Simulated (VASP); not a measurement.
# Zn4O in VASP: notebook, part 2 of 2

VASP 6.6.1. Earlier steps stand in the parts before.

## Step 3: Single point, PBE

This run uses another cell than the first one: it holds 10 atoms, not 5.

Input file INCAR:

```
SYSTEM = Zn4O
  ALGO = Normal
  EDIFF = 1E-6
  ENCUT = 520
  GGA = PE
  ISIF = 2
  ISMEAR = 0
  LASPH = .TRUE.
  LCHARG = .FALSE.
  LREAL = .FALSE.
  LUSENCCL = .FALSE.
  LWAVE = .FALSE.
  NBANDS = 65
  NELM = 100
  PREC = Accurate
  SIGMA = 0.2
```

Input file KPOINTS:

```
k-points
0
G
  8 4 4
  0 0 0
```

Input file POSCAR:

```
Zn4O
1.0
    1.5047605308     -2.6052294367     -0.0036507641
   -4.6076001233     -2.6593583815     -0.0248194047
   -0.0311622707     -0.0280630460     -9.0474154148
Zn O
8 2
Direct
    1.0002425679      0.6648346357      0.9814450227
    0.4998167690      0.1648081985      0.9814406874
    0.4993752278      0.4957217520      0.2997486573
    0.9993011904     -0.0042672107      0.2997533600
    0.4995668036      0.8361975191      0.5358000918
    1.0005153888      0.3362472912      0.5357990031
    0.5011081611      0.5030643553      0.7646591741
    0.0001701470      1.0030922042      0.7646339168
    0.9999706918      0.6668232325      0.1938434130
    0.4999330526      0.1668113555      0.1938393534
```

Potentials or basis: VASP PAW PBE potentials, release 64 (Zn, O).

Command:

```
cat potpaw_PBE.64/Zn/POTCAR potpaw_PBE.64/O/POTCAR > POTCAR
mpirun -np 1 vasp_std > vasp.out
```

OUTCAR:

```text
SYSTEM = Zn4O
   EDIFF = 1E-6
   ENCUT = 520
   GGA = PE
   ISIF = 2
   ISMEAR = 0
   LASPH = .TRUE.
   LREAL = .FALSE.
   NELM = 100
   PREC = Accurate

 ion  position               nearest neighbor table
   1  0.000  0.665  0.981-   9 1.92   7 2.62   7 2.62   8 2.65
   2  0.500  0.165  0.981-  10 1.92   8 2.62   8 2.63   7 2.65
   3  0.499  0.496  0.300-   9 2.00   9 2.00  10 2.00   6 2.74   6 2.75   5 2.81
   4  0.999  0.996  0.300-  10 2.00  10 2.00   9 2.00   5 2.74   5 2.74   6 2.81
   5  0.500  0.836  0.536-   8 2.71   7 2.71   8 2.72   4 2.74   4 2.74   3 2.81
   6  0.001  0.336  0.536-   7 2.71   8 2.71   7 2.72   3 2.74   3 2.75   4 2.81
   7  0.501  0.503  0.765-   1 2.62   1 2.62   2 2.65   6 2.71   5 2.71   6 2.72
   8  0.000  0.003  0.765-   2 2.62   2 2.63   1 2.65   5 2.71   6 2.71   5 2.72
   9  1.000  0.667  0.194-   1 1.92   3 2.00   3 2.00   4 2.00
  10  0.500  0.167  0.194-   2 1.92   4 2.00   4 2.00   3 2.00

  LATTYP: Found a triclinic cell.
 ALAT       =     9.5284061896
 B/A-ratio  =     0.3157482317
 C/A-ratio  =     0.5583342887
 COS(alpha) =     0.0003127290
 COS(beta)  =     0.0088332409
 COS(gamma) =     0.3136814299

  Lattice vectors:

 A1 = (   1.5359228015,  -2.5771663907,   9.0437646507)
 A2 = (   1.5047605308,  -2.6052294367,  -0.0036507641)
 A3 = (   4.6076001233,   2.6593583815,   0.0248194047)

Analysis of symmetry for initial positions (statically):
=====================================================================
 Subroutine PRICEL returns:
 Original cell was already a primitive cell.

 Routine SETGRP: Setting up the symmetry group for a
 triclinic supercell.

 Subroutine GETGRP returns: Found  1 space group operations
 (whereof  1 operations were pure point group operations)
 out of a pool of  2 trial point group operations.

The static configuration has the point symmetry C_1 .

Analysis of symmetry for dynamics (positions and initial velocities):
=====================================================================
 Subroutine PRICEL returns:
 Original cell was already a primitive cell.

 Routine SETGRP: Setting up the symmetry group for a
 triclinic supercell.

 Subroutine GETGRP returns: Found  1 space group operations
 (whereof  1 operations were pure point group operations)
 out of a pool of  2 trial point group operations.

The dynamic configuration has the point symmetry C_1 .

 Subroutine INISYM returns: Found  1 space group operations
 (whereof  1 operations are pure point group operations),
 and found     1 'primitive' translations

----------------------------------------------------------------------------------------

                                     Primitive cell

  volume of cell :     144.8057

  direct lattice vectors                    reciprocal lattice vectors
     1.504760531 -2.605229437 -0.003650764     0.166151133 -0.287876182  0.000320648
    -4.607600123 -2.659358382 -0.024819405    -0.162773274 -0.094017788  0.000852267
    -0.031162271 -0.028063046 -9.047415415     0.000379485  0.000374077 -0.110531271

  length of vectors
     3.008577405  5.320035893  9.047512603     0.332383811  0.187976620  0.110532555

  position of ions in fractional coordinates (direct lattice)
     0.000242568  0.664834636  0.981445023
[... 76 lines left out ...]
   k-points           NKPTS =     68   k-points in BZ     NKDIM =     68   number of bands    NBANDS=     65
   number of dos      NEDOS =    301   number of ions     NIONS =     10
   total plane-waves  NPLWV =  67200
   dimension x,y,z NGX =    24 NGY =   40 NGZ =   70
   dimension x,y,z NGXF=    48 NGYF=   80 NGZF=  140
   ions per type =               8   2
   NGX,Y,Z   is equivalent  to a cutoff of  13.26, 12.50, 12.86 a.u.
   NGXF,Y,Z  is equivalent  to a cutoff of  26.52, 25.00, 25.72 a.u.
 SYSTEM =  Zn4O
   PREC   = accura    normal or accurate (medium, high low for compatibility)
   ISTART =      0    job   : 0-new  1-cont  2-samecut
   ICHARG =      2    charge: 1-file 2-atom 10-const
   ISPIN  =      1    spin polarized calculation?
   LNONCOLLINEAR =      F non collinear calculations
   LSORBIT =      F    spin-orbit coupling
   LASPH  =      T    aspherical Exc in radial PAW
   ENCUT  =  520.0 eV  38.22 Ry    6.18 a.u.   5.59  9.89 16.82*2*pi/ulx,y,z
   NELM   =    100;   NELMIN=  2; NELMDL= -5     # of ELM steps
   EDIFF  = 0.1E-05   stopping-criterion for ELM
   LREAL  =      F    real-space projection
   EDIFFG = 0.1E-04   stopping-criterion for IOM
   NSW    =      0    number of steps for IOM
   IBRION =     -1    ionic relax: 0-MD 1-quasi-New 2-CG
   NFREE  =      0    steps in history (QN), initial steepest desc. (CG)
   ISIF   =      2    stress and relaxation
   ISYM   =      2    0-nonsym 1-usesym 2-fastsym
   POTIM  = 0.5000    time-step for ionic-motion
   TEBEG  =    0.0;   TEEND  =   0.0 temperature during run
   PSTRESS=    0.0 pullay stress
   NELECT =     108.0000    total number of electrons
   NUPDOWN=      -1.0000    fix difference up-down
   EMIN   =  10.00;   EMAX   =-10.00  energy-range for DOS
   EFERMI =   0.00;   METHOD = LEGACY
   ISMEAR =     0;   SIGMA  =   0.20  broadening in eV -4-tet -1-fermi 0-gaus
   EFERMI_NEDOS =   21; number of points for ismear=-14 and -15
   IALGO  =     38    algorithm
   IMIX   =      4    mixing-type and parameters
     AMIX     =   0.40;   BMIX     =  1.00
     AMIX_MAG =   1.60;   BMIX_MAG =  1.00
  volume/ion in A,a.u.               =      14.48        97.72
  Fermi-wavevector in a.u.,A,eV,Ry     =   1.484639  2.805561 29.989328  2.204153
  Thomas-Fermi vector in A             =   2.598151
   LORBIT       =      0    0 simple, 1 ext, 2 COOP (PROOUT), +10 PAW based schemes
   GGA     = PE    functional components
   LHFCALC =     F    Hartree Fock is set to
   AEXX    =    0.0000 exact exchange contribution
   IVDW    =     0    specifies the selected vdW correction
   LEPSILON=     F    determine dielectric tensor
   LRPA    =     F    only Hartree local field effects (RPA)
 non-spin polarized calculation
 Gauss-broadening in eV      SIGMA  =   0.20
  energy-cutoff  :      520.00
  volume of cell :      144.81
 maximum number of plane-waves:      3920
 NGX is ok and might be reduce to    24

 number of electron     108.0000046 magnetization

 Free energy of the ion-electron system (eV)
  ---------------------------------------------------
  ext. energy  EPLUGINS =         0.00000000
  ---------------------------------------------------
  free energy    TOTEN  =       -23.09994089 eV

  energy without entropy =      -23.07046121  energy(sigma->0) =      -23.08520105

 E-fermi :   2.6229     XC(G=0): -11.1561

 val. band max:        2.5602999099   @ k =  -0.1250  -0.2500   0.2500
 cond. band min:       2.6696376620   @ k =   0.0000   0.2500   0.2500
 fundamental gap:      0.1093377521
 Fermi energy:         2.6228964198

 k-point     1 :       0.0000    0.0000    0.0000
  band No.  band energies     occupation
      1     -16.6188      2.00000
      2     -15.9856      2.00000
      3      -6.5623      2.00000
      4      -5.9639      2.00000
      5      -5.4879      2.00000
      6      -5.3953      2.00000
[... 1621 lines left out ...]
     64       7.7978      0.00000
     65       8.1671      0.00000

 [... further k-points ...]

------------------------ aborting loop because EDIFF is reached ----------------------------------------

  FORCE on cell =-STRESS in cart. coord.  units (eV):
  Direction    XX          YY          ZZ          XY          YZ          ZX
  --------------------------------------------------------------------------------------
  -------------------------------------------------------------------------------------
  Total        0.3919783      0.4316697      0.6774327     -0.0111776     -0.0295647      0.0399859
  in kB        4.3369763      4.7761354      7.4953377     -0.1236731     -0.3271132      0.4424177
  external PRESSURE =       5.5361498 kB  Pullay stress =       0.0000000 kB

 VOLUME and BASIS-vectors are now :
 -----------------------------------------------------------------------------
  energy-cutoff  :      520.00
  volume of cell :      144.81
      direct lattice vectors                 reciprocal lattice vectors
     1.504760531 -2.605229437 -0.003650764     0.166151133 -0.287876182  0.000320648
    -4.607600123 -2.659358382 -0.024819405    -0.162773274 -0.094017788  0.000852267
    -0.031162271 -0.028063046 -9.047415415     0.000379485  0.000374077 -0.110531271

 POSITION                                       TOTAL-FORCE (eV/Angst)
 -----------------------------------------------------------------------------------
     -3.09351     -1.79621     -8.89604         0.001736      0.000504      0.062980
     -0.03785     -1.76796     -8.88542         0.001923      0.000458      0.062733
     -1.54199     -2.62770     -2.72608         0.003292      0.001801     -0.068655
     -3.09357     -5.25983     -2.74035         0.003735      0.001638     -0.068984
     -3.11783     -3.54027     -4.87018        -0.000314     -0.000967      0.008698
     -1.56521     -0.91058     -4.85594        -0.000590      0.000059      0.008656
     -1.58770     -2.66479     -6.93250        -0.000827      0.001550      0.004663
     -0.03782     -0.03012     -6.91804         0.000003      0.000627      0.004290
     -1.57378     -4.38391     -1.77398        -0.004229     -0.002755     -0.007232
     -0.02236     -1.75149     -1.75971        -0.004727     -0.002915     -0.007149
 -----------------------------------------------------------------------------------
    total drift:                                0.001245      0.000474     -0.003753

  FREE ENERGIE OF THE ION-ELECTRON SYSTEM (eV)
  ---------------------------------------------------
  free  energy   TOTEN  =       -23.0999408852 eV

  energy  without entropy=      -23.0704612139  energy(sigma->0) =      -23.08520105
```

It took 6.2 min on 1 × NVIDIA H100 80GB with 1 thread of AMD EPYC 7R13 (Zen 3), shared host; peak memory 1.7 GiB.

Results:

- Free energy: -23.0999 eV
- Pressure: 0.6 GPa
- Largest force: 0.069 eV/Å
- Band gap on the k mesh: zero (bands 54 and 55 overlap by 1.26 eV)

Forces in eV/Å, atoms in the order of the input:
```
Zn   0.002  0.001  0.063
Zn   0.002  0.000  0.063
Zn   0.003  0.002 -0.069
Zn   0.004  0.002 -0.069
Zn   0.000 -0.001  0.009
Zn  -0.001  0.000  0.009
Zn  -0.001  0.002  0.005
Zn   0.000  0.001  0.004
O   -0.004 -0.003 -0.007
O   -0.005 -0.003 -0.007
```

Stress tensor (GPa, compression positive):
```
 0.43 -0.01  0.04
-0.01  0.48 -0.03
 0.04 -0.03  0.75
```
